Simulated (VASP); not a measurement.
# TaN in VASP: a series of runs, part 2 of 2

VASP 6.6.1. Earlier steps stand in the parts before.

### Step 4. Single point, PBE

This run uses another cell than the first one, of 16.22 Å³/atom, 1.039 times its volume.

The input, INCAR:

```
PREC = Accurate
ENCUT = 520
EDIFF = 1E-6
ISMEAR = -1
SIGMA = 0.05
LREAL = F
LASPH = T
NELM = 60
ALGO = Normal
ISIF = 2
LWAVE = F
LCHARG = F
GGA = PE
NBANDS = 24
```

The input, KPOINTS:

```
regular mesh
0
Gamma
  7 7 6
```

The input, POSCAR:

```
TaN
1.0
    3.7348830425      0.0000000000      0.0000000000
    0.0000000000      3.7348830425      0.0000000000
    0.0000000000      0.0000000000      4.6499381386
Ta N
2 2
Direct
    0.0000000000      0.5000000000      0.0000000000
    0.5000000000      0.0000000000      0.5000000000
    0.0000000000      0.0000000000      0.2500000000
    0.0000000000      0.0000000000      0.7500000000
```

Potentials or basis: VASP PAW PBE potentials, release 64 (Ta_pv, N).

On the command line:

```console
> cat potpaw_PBE.64/Ta_pv/POTCAR potpaw_PBE.64/N/POTCAR > POTCAR
> mpirun -np 1 vasp_std > vasp.out
```

OUTCAR:

```text
PREC = Accurate
   ENCUT = 520
   EDIFF = 1E-6
   ISMEAR = -1
   LREAL = F
   LASPH = T
   NELM = 60
   ISIF = 2
   GGA = PE

 ion  position               nearest neighbor table
   1  0.000  0.500  0.000-   3 2.20   4 2.20   3 2.20   4 2.20   2 3.52   2 3.52   2 3.52   2 3.52
                             2 3.52   2 3.52   2 3.52   2 3.52
   2  0.500  0.000  0.500-   3 2.20   4 2.20   3 2.20   4 2.20   1 3.52   1 3.52   1 3.52   1 3.52
                             1 3.52   1 3.52   1 3.52   1 3.52
   3  0.000  0.000  0.250-   1 2.20   2 2.20   1 2.20   2 2.20
   4  0.000  0.000  0.750-   1 2.20   2 2.20   1 2.20   2 2.20

  LATTYP: Found a simple tetragonal cell.
 ALAT       =     3.7348830425
 C/A-ratio  =     1.2450023430

  Lattice vectors:

 A1 = (   3.7348830425,   0.0000000000,   0.0000000000)
 A2 = (   0.0000000000,   3.7348830425,   0.0000000000)
 A3 = (   0.0000000000,   0.0000000000,   4.6499381386)

Analysis of symmetry for initial positions (statically):
=====================================================================
 Subroutine PRICEL returns:
 Original cell was already a primitive cell.

 Routine SETGRP: Setting up the symmetry group for a
 simple tetragonal supercell.

 Subroutine GETGRP returns: Found 16 space group operations
 (whereof  8 operations were pure point group operations)
 out of a pool of 16 trial point group operations.

The static configuration has the point symmetry D_2h.
 The point group associated with its full space group is D_4h.

Analysis of symmetry for dynamics (positions and initial velocities):
=====================================================================
 Subroutine PRICEL returns:
 Original cell was already a primitive cell.

 Routine SETGRP: Setting up the symmetry group for a
 simple tetragonal supercell.

 Subroutine GETGRP returns: Found 16 space group operations
 (whereof  8 operations were pure point group operations)
 out of a pool of 16 trial point group operations.

The dynamic configuration has the point symmetry D_2h.
 The point group associated with its full space group is D_4h.

 Subroutine INISYM returns: Found 16 space group operations
 (whereof  8 operations are pure point group operations),
 and found     1 'primitive' translations

----------------------------------------------------------------------------------------

                                     Primitive cell

  volume of cell :      64.8636

  direct lattice vectors                    reciprocal lattice vectors
     3.734883042  0.000000000  0.000000000     0.267746001  0.000000000  0.000000000
     0.000000000  3.734883042  0.000000000     0.000000000  0.267746001  0.000000000
     0.000000000  0.000000000  4.649938139     0.000000000  0.000000000  0.215056624

  length of vectors
     3.734883042  3.734883042  4.649938139     0.267746001  0.267746001  0.215056624

  position of ions in fractional coordinates (direct lattice)
     0.000000000  0.500000000  0.000000000
     0.500000000  0.000000000  0.500000000
     0.000000000  0.000000000  0.250000000
     0.000000000  0.000000000  0.750000000

  ion indices of the primitive-cell ions
   primitive index   ion index
                 1           1
                 2           2
                 3           3
                 4           4

----------------------------------------------------------------------------------------
[... 28 lines left out ...]
  0.142857  0.000000  0.000000      4.000000
  0.285714  0.000000  0.000000      4.000000
  0.428571  0.000000  0.000000      4.000000
  0.142857  0.142857  0.000000      4.000000
  0.285714  0.142857  0.000000      8.000000
[... 16 lines left out ...]
  0.285714  0.000000  0.333333      8.000000
  0.428571  0.000000  0.333333      8.000000
 [... further k-points ...]
   k-points           NKPTS =     40   k-points in BZ     NKDIM =     40   number of bands    NBANDS=     24
   number of dos      NEDOS =    301   number of ions     NIONS =      4
   total plane-waves  NPLWV =  28224
   dimension x,y,z NGX =    28 NGY =   28 NGZ =   36
   dimension x,y,z NGXF=    56 NGYF=   56 NGZF=   72
   ions per type =               2   2
   NGX,Y,Z   is equivalent  to a cutoff of  12.46, 12.46, 12.87 a.u.
   NGXF,Y,Z  is equivalent  to a cutoff of  24.93, 24.93, 25.74 a.u.
 SYSTEM =  unknown system
   PREC   = accura    normal or accurate (medium, high low for compatibility)
   ISTART =      0    job   : 0-new  1-cont  2-samecut
   ICHARG =      2    charge: 1-file 2-atom 10-const
   ISPIN  =      1    spin polarized calculation?
   LNONCOLLINEAR =      F non collinear calculations
   LSORBIT =      F    spin-orbit coupling
   LASPH  =      T    aspherical Exc in radial PAW
   ENCUT  =  520.0 eV  38.22 Ry    6.18 a.u.   6.94  6.94  8.65*2*pi/ulx,y,z
   NELM   =     60;   NELMIN=  2; NELMDL= -5     # of ELM steps
   EDIFF  = 0.1E-05   stopping-criterion for ELM
   LREAL  =      F    real-space projection
   EDIFFG = 0.1E-04   stopping-criterion for IOM
   NSW    =      0    number of steps for IOM
   IBRION =     -1    ionic relax: 0-MD 1-quasi-New 2-CG
   NFREE  =      0    steps in history (QN), initial steepest desc. (CG)
   ISIF   =      2    stress and relaxation
   ISYM   =      2    0-nonsym 1-usesym 2-fastsym
   POTIM  = 0.5000    time-step for ionic-motion
   TEBEG  =    0.0;   TEEND  =   0.0 temperature during run
   PSTRESS=    0.0 pullay stress
   NELECT =      32.0000    total number of electrons
   NUPDOWN=      -1.0000    fix difference up-down
   EMIN   =  10.00;   EMAX   =-10.00  energy-range for DOS
   EFERMI =   0.00;   METHOD = LEGACY
   ISMEAR =    -1;   SIGMA  =   0.05  broadening in eV -4-tet -1-fermi 0-gaus
   EFERMI_NEDOS =   21; number of points for ismear=-14 and -15
   IALGO  =     38    algorithm
   IMIX   =      4    mixing-type and parameters
     AMIX     =   0.40;   BMIX     =  1.00
     AMIX_MAG =   1.60;   BMIX_MAG =  1.00
  volume/ion in A,a.u.               =      16.22       109.43
  Fermi-wavevector in a.u.,A,eV,Ry     =   1.293573  2.444499 22.767068  1.673332
  Thomas-Fermi vector in A             =   2.425211
   LORBIT       =      0    0 simple, 1 ext, 2 COOP (PROOUT), +10 PAW based schemes
   GGA     = PE    functional components
   LHFCALC =     F    Hartree Fock is set to
   AEXX    =    0.0000 exact exchange contribution
   IVDW    =     0    specifies the selected vdW correction
   LEPSILON=     F    determine dielectric tensor
   LRPA    =     F    only Hartree local field effects (RPA)
 non-spin polarized calculation
  energy-cutoff  :      520.00
  volume of cell :       64.86
 maximum number of plane-waves:      1766
 NGX is ok and might be reduce to    28
   NGX = 13   NGY = 13   NGZ = 17

 number of electron      31.9999997 magnetization

 Free energy of the ion-electron system (eV)
  ---------------------------------------------------
  ext. energy  EPLUGINS =         0.00000000
  ---------------------------------------------------
  free energy    TOTEN  =       -40.30509286 eV

  energy without entropy =      -40.28956994  energy(sigma->0) =      -40.29733140

 E-fermi :   4.4994     XC(G=0): -11.0497

 val. band max:        4.4693037721   @ k =   0.1429   0.0000   0.1667
 cond. band min:       4.5181700016   @ k =   0.2857   0.1429   0.0000
 fundamental gap:      0.0488662295
 Fermi energy:         4.4993512923

 k-point     1 :       0.0000    0.0000    0.0000
  band No.  band energies     occupation
      1     -31.4331      2.00000
      2     -31.2545      2.00000
      3     -31.2118      2.00000
      4     -31.2118      2.00000
      5     -31.1095      2.00000
      6     -31.1095      2.00000
[... 637 lines left out ...]
     23       8.5049      0.00000
     24       9.0763      0.00000

 [... further k-points ...]

------------------------ aborting loop because EDIFF is reached ----------------------------------------

  FORCE on cell =-STRESS in cart. coord.  units (eV):
  Direction    XX          YY          ZZ          XY          YZ          ZX
  --------------------------------------------------------------------------------------
  -------------------------------------------------------------------------------------
  Total      -15.0759496    -15.0759496     -2.5689467      0.0000000      0.0000000      0.0000000
  in kB     -372.3866237   -372.3866237    -63.4548016      0.0000000      0.0000000      0.0000000
  external PRESSURE =    -269.4093496 kB  Pullay stress =       0.0000000 kB

 VOLUME and BASIS-vectors are now :
 -----------------------------------------------------------------------------
  energy-cutoff  :      520.00
  volume of cell :       64.86
      direct lattice vectors                 reciprocal lattice vectors
     3.734883042  0.000000000  0.000000000     0.267746001  0.000000000  0.000000000
     0.000000000  3.734883042  0.000000000     0.000000000  0.267746001  0.000000000
     0.000000000  0.000000000  4.649938139     0.000000000  0.000000000  0.215056624

 POSITION                                       TOTAL-FORCE (eV/Angst)
 -----------------------------------------------------------------------------------
      0.00000      1.86744      0.00000        -0.000000      0.000000     -0.000000
      1.86744      0.00000      2.32497        -0.000000      0.000000     -0.000000
      0.00000      0.00000      1.16248         0.000000      0.000000     -0.000000
      0.00000      0.00000      3.48745        -0.000000      0.000000      0.000000
 -----------------------------------------------------------------------------------
    total drift:                                0.000000      0.000000      0.000000

  FREE ENERGIE OF THE ION-ELECTRON SYSTEM (eV)
  ---------------------------------------------------
  free  energy   TOTEN  =       -40.3050928609 eV

  energy  without entropy=      -40.2895699387  energy(sigma->0) =      -40.29733140
```

stdout:

```text
POSCAR found type information on POSCAR TaN
 POSCAR found :  2 types and       4 ions
 scaLAPACK will be used
 LDA part: xc-table for (Slater+PW92), standard interpolation
 POSCAR, INCAR and KPOINTS ok, starting setup
 FFT: planning ... GRIDC
 FFT: planning ... GRID_SOFT
 FFT: planning ... GRID
 WAVECAR not read
 entering main loop
```

Run time: 78 s. Hardware: 1 thread of AMD EPYC 7R43 (Zen 3), shared host; peak memory 0.16 GiB.

Results:

* Free energy: -40.3051 eV
* Pressure: -26.9 GPa
* Band gap on the k mesh: zero (band 16 reaches 4.83 eV, above the bottom of band 17 at 4.23 eV)

Levels at points of the mesh, in eV from the Fermi level:
```csv
k point,band 14,band 15,band 16,band 17,band 18,band 19
"(0.00, 0.00, 0.00)",-3.42,-1.55,0.28,1.17,1.22,1.58
"(0.00, 0.00, 0.50)",-3.20,-2.67,-2.67,1.09,1.09,1.41
```

Caveat: spin-orbit coupling is left out, which moves the levels of the heavy elements.

### Step 5. Single point, PBE (atoms moved at random)

The input, INCAR:

```
ALGO     = Normal         # electronic algorithm
EDIFF    = 1E-6           # SCF threshold, eV
ENCUT    = 520            # plane-wave cutoff, eV
GGA      = PE             # functional
ISIF     = 2              # what is computed and relaxed
ISMEAR   = -1             # smearing method
LASPH    = True           # aspherical terms in the spheres
LCHARG   = False          # write CHGCAR
LREAL    = False          # projectors in reciprocal space
LWAVE    = False          # write WAVECAR
NBANDS   = 24             # bands
NELM     = 60             # most SCF steps
PREC     = Accurate       # precision mode
SIGMA    = 0.05           # smearing width, eV
```

The input, KPOINTS:

```
k-points
0
Gamma
  7 7 6
```

The input, POSCAR:

```
TaN
1.0
    3.6630404800      0.0000000000      0.0000000000
    0.0000000000      3.6630404800      0.0000000000
    0.0000000000      0.0000000000      4.5604939800
Ta N
2 2
Direct
    0.0039040000      0.4937960000     -0.0164480000
    0.5048970000     -0.0086710000      0.5071480000
   -0.0071940000     -0.0035620000      0.2531310000
   -0.0066060000     -0.0019430000      0.7447260000
```

Potentials or basis: VASP PAW PBE potentials, release 64 (Ta_pv, N).

On the command line:

```console
> cat potpaw_PBE.64/Ta_pv/POTCAR potpaw_PBE.64/N/POTCAR > POTCAR
> mpirun -np 1 vasp_std > vasp.out
```

OUTCAR:

```text
EDIFF = 1E-6
   ENCUT = 520
   GGA = PE
   ISIF = 2
   ISMEAR = -1
   LASPH = True
   LREAL = False
   NELM = 60
   PREC = Accurate

 ion  position               nearest neighbor table
   1  0.004  0.494  0.984-   4 2.12   4 2.14   3 2.20   3 2.21   2 3.37   2 3.38   2 3.38   2 3.39
                             2 3.52   2 3.52   2 3.53   2 3.53
   2  0.505  0.991  0.507-   4 2.09   3 2.13   4 2.16   3 2.20   1 3.37   1 3.38   1 3.38   1 3.39
                             1 3.52   1 3.52   1 3.53   1 3.53
   3  0.993  0.996  0.253-   2 2.13   1 2.20   2 2.20   1 2.21
   4  0.993  0.998  0.745-   2 2.09   1 2.12   1 2.14   2 2.16

  LATTYP: Found a simple tetragonal cell.
 ALAT       =     3.6630404800
 C/A-ratio  =     1.2450023430

  Lattice vectors:

 A1 = (   3.6630404800,   0.0000000000,   0.0000000000)
 A2 = (   0.0000000000,   3.6630404800,   0.0000000000)
 A3 = (   0.0000000000,   0.0000000000,   4.5604939800)

Analysis of symmetry for initial positions (statically):
=====================================================================
 Subroutine PRICEL returns:
[... 173 lines left out ...]

 E-fermi :   4.9551     XC(G=0): -11.3281

 val. band max:        4.9518073229   @ k =   0.0000  -0.1429   0.1667
 cond. band min:       4.9577680829   @ k =   0.2857   0.1429   0.0000
 fundamental gap:      0.0059607600
 Fermi energy:         4.9551108486

 k-point     1 :       0.0000    0.0000    0.0000
  band No.  band energies     occupation
      1     -30.8587      2.00000
      2     -30.6415      2.00000
      3     -30.6269      2.00000
      4     -30.6211      2.00000
      5     -30.4829      2.00000
      6     -30.4700      2.00000
[... 637 lines left out ...]
     23       9.1647      0.00000
     24       9.8818      0.00000

 [... further k-points ...]

------------------------ aborting loop because EDIFF is reached ----------------------------------------

  FORCE on cell =-STRESS in cart. coord.  units (eV):
  Direction    XX          YY          ZZ          XY          YZ          ZX
  --------------------------------------------------------------------------------------
  -------------------------------------------------------------------------------------
  Total      -10.7082823    -11.9498377      0.9256838      0.0284979      0.0550545      0.1184259
  in kB     -280.3722797   -312.8796133     24.2369468      0.7461541      1.4414778      3.1007168
  external PRESSURE =    -189.6716487 kB  Pullay stress =       0.0000000 kB

 VOLUME and BASIS-vectors are now :
 -----------------------------------------------------------------------------
  energy-cutoff  :      520.00
  volume of cell :       61.19
      direct lattice vectors                 reciprocal lattice vectors
     3.663040480  0.000000000  0.000000000     0.272997256  0.000000000  0.000000000
     0.000000000  3.663040480  0.000000000     0.000000000  0.272997256  0.000000000
     0.000000000  0.000000000  4.560493980     0.000000000  0.000000000  0.219274492

 POSITION                                       TOTAL-FORCE (eV/Angst)
 -----------------------------------------------------------------------------------
      0.01430      1.80879      4.48548        -0.036375      0.016850      0.438296
      1.84946      3.63128      2.31285        -0.190182      0.023057     -0.531611
      3.63669      3.64999      1.15440         0.059362     -0.003579     -0.530611
      3.63884      3.65592      3.39632         0.167195     -0.036328      0.623927
 -----------------------------------------------------------------------------------
    total drift:                               -0.000062     -0.000414      0.000039

  FREE ENERGIE OF THE ION-ELECTRON SYSTEM (eV)
  ---------------------------------------------------
  free  energy   TOTEN  =       -40.7993807707 eV

  energy  without entropy=      -40.7828740778  energy(sigma->0) =      -40.79112742
```

OSZICAR:

```text
N       E                     dE             d eps       ncg     rms          rms(c)
DAV:   1     0.261613689119E+03    0.26161E+03   -0.17396E+04  7104   0.133E+03
DAV:   2    -0.357476861149E+02   -0.29736E+03   -0.28208E+03  8536   0.381E+02
DAV:   3    -0.499386905497E+02   -0.14191E+02   -0.13892E+02  9360   0.795E+01
DAV:   4    -0.501554996263E+02   -0.21681E+00   -0.21664E+00  7968   0.102E+01
DAV:   5    -0.501595768191E+02   -0.40772E-02   -0.40752E-02  9672   0.119E+00    0.275E+01
DAV:   6    -0.423533377798E+02    0.78062E+01   -0.52529E+01  8960   0.401E+01    0.120E+01
DAV:   7    -0.409093607105E+02    0.14440E+01   -0.55483E+00  8632   0.136E+01    0.769E+00
DAV:   8    -0.408291532764E+02    0.80207E-01   -0.79839E-01  8728   0.724E+00    0.115E+00
DAV:   9    -0.408020979775E+02    0.27055E-01   -0.74279E-02  9256   0.265E+00    0.516E-01
DAV:  10    -0.407998193317E+02    0.22786E-02   -0.16675E-02  9040   0.120E+00    0.317E-01
DAV:  11    -0.407993104931E+02    0.50884E-03   -0.25929E-03  8968   0.404E-01    0.176E-01
DAV:  12    -0.407993990877E+02   -0.88595E-04   -0.59564E-04  8856   0.168E-01    0.487E-02
DAV:  13    -0.407993813272E+02    0.17760E-04   -0.84815E-05 10040   0.669E-02    0.143E-02
DAV:  14    -0.407993807819E+02    0.54533E-06   -0.12076E-05  8696   0.255E-02    0.707E-03
DAV:  15    -0.407993807707E+02    0.11198E-07   -0.27206E-06  6728   0.972E-03
   1 F= -.40799381E+02 E0= -.40791127E+02  d E =-.165067E-01
```

Run time: 4.7 min. Hardware: 1 thread of AMD EPYC 7R43 (Zen 3), shared host; peak memory 0.27 GiB.

What came out:

```yaml
Free_energy: -40.7994 eV
Pressure: -19.0 GPa
Largest_force: 0.647 eV/Å
Band_gap_on_the_k_mesh: zero (band 16 reaches 5.29 eV, above the bottom of band 17 at 4.65 eV)
```

Forces in eV/Å, atoms in the order of the input:
```
Ta  -0.036  0.017  0.438
Ta  -0.190  0.023 -0.532
N    0.059 -0.004 -0.531
N    0.167 -0.036  0.624
```

Caveat: the cell differs from its parent crystal (atoms moved at random); spin-orbit coupling is left out, which moves the levels of the heavy elements.

### Step 6. Overview

| cell | gap on the mesh (eV) | pressure (GPa) |
| --- | --- | --- |
| a = 3.687, b = 3.687, c = 4.591 Å, 4 atoms | none | -22.3 |
| a = 3.711, b = 3.711, c = 4.621 Å, 4 atoms | none | -24.8 |
| a = 3.735, b = 3.735, c = 4.650 Å, 4 atoms | none | -26.9 |
| a = 3.663, b = 3.663, c = 4.560 Å, 4 atoms | none | -19.0 |

Alike in all rows: task single point; level PBE; potentials or basis VASP PAW PBE potentials, release 64 (Ta_pv, N); no spin polarisation; k mesh 7 × 7 × 6; cutoff (eV) 520; smearing fermi-dirac 0.05 eV.

Caveats: spin-orbit coupling is left out, which moves the levels of the heavy elements.

Absolute energies hang on the potentials; compare differences alone.
